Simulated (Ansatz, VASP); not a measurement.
**One calculation of TePt, two programs**

Contents of INCAR:

```
  ALGO = Normal
  EDIFF = 1E-7
  ENCUT = 520
  ISIF = 2
  ISMEAR = 0
  LASPH = True
  LCHARG = False
  LREAL = False
  LWAVE = False
  NBANDS = 24
  NELM = 60
  PREC = Accurate
  SIGMA = 0.15
```

File KPOINTS:

```
k-points
0
Gamma
  12 12 8
```

File POSCAR:

```
TePt
1.0
    4.1415702800      0.0000000000      0.0000000000
   -2.0707851400      3.5867050741      0.0000000000
    0.0000000000      0.0000000000      5.4297017838
Te Pt
2 2
Direct
    0.3333333333      0.6666666667      0.2500000000
    0.6666666667      0.3333333333      0.7500000000
    0.0000000000      0.0000000000      0.0000000000
    0.0000000000      0.0000000000      0.5000000000
```

Input for Ansatz:

```yaml
crystal:
  lattice:
    - [4.14157028, 0.0, 0.0]
    - [-2.07078514, 3.5867050741, 0.0]
    - [0.0, 0.0, 5.4297017838]
  atoms:
    - { symbol: Te, position: [0.3333333333, 0.6666666667, 0.25] }
    - { symbol: Te, position: [0.6666666667, 0.3333333333, 0.75] }
    - { symbol: Pt, position: [0.0, 0.0, 0.0] }
    - { symbol: Pt, position: [0.0, 0.0, 0.5] }
basis:
  ecutwfc: 420
kpoints:
  mp_grid: { grid: [12, 12, 8] }
hamiltonian:
  xc: lda
  pseudopotentials: { kind: paw, azcp: { folder: soft_1 } }
scf:
  occupations: { method: gaussian, width: 0.15 }
  lower_state_search: "off"
output:
  forces: true
  stress: true
  eigenvalues: true
```

Alike in both runs: task single point; functional LDA; k mesh 12 × 12 × 8; occupations gaussian, width 0.15 eV; no spin polarisation.

|  | VASP | Ansatz |
| --- | --- | --- |
| version | VASP 6.6.1 | Ansatz 0.2.0 |
| potentials or method | VASP PAW LDA potentials, release 64 (Te, Pt), cutoff 520 eV | scalar-relativistic, plane waves, PAW |
| valence electrons in the cell | 32 | 68 |

Ansatz gave:

* gap on the k mesh at the Fermi level (eV): none
* pressure (GPa): 6.6
* traceless stress, the component that is largest in VASP (GPa): 0.35

Estimate VASP's values.

gap on the k mesh at the Fermi level (eV): none; pressure (GPa): 6.9; traceless stress, the component that is largest in VASP (GPa): 0.49.

Ansatz warns that its potentials were made for another functional, while VASP's fit it. LDA's correlation is that of Perdew and Zunger in VASP and of Perdew and Wang (1992) in Ansatz. A gap of «none» marks a metal or a gap that the smearing closes. VASP's potentials hold 32 valence electrons a cell and Ansatz's 68, so a difference there can come from the potentials and not from the codes.

Neither program's run includes spin-orbit coupling.
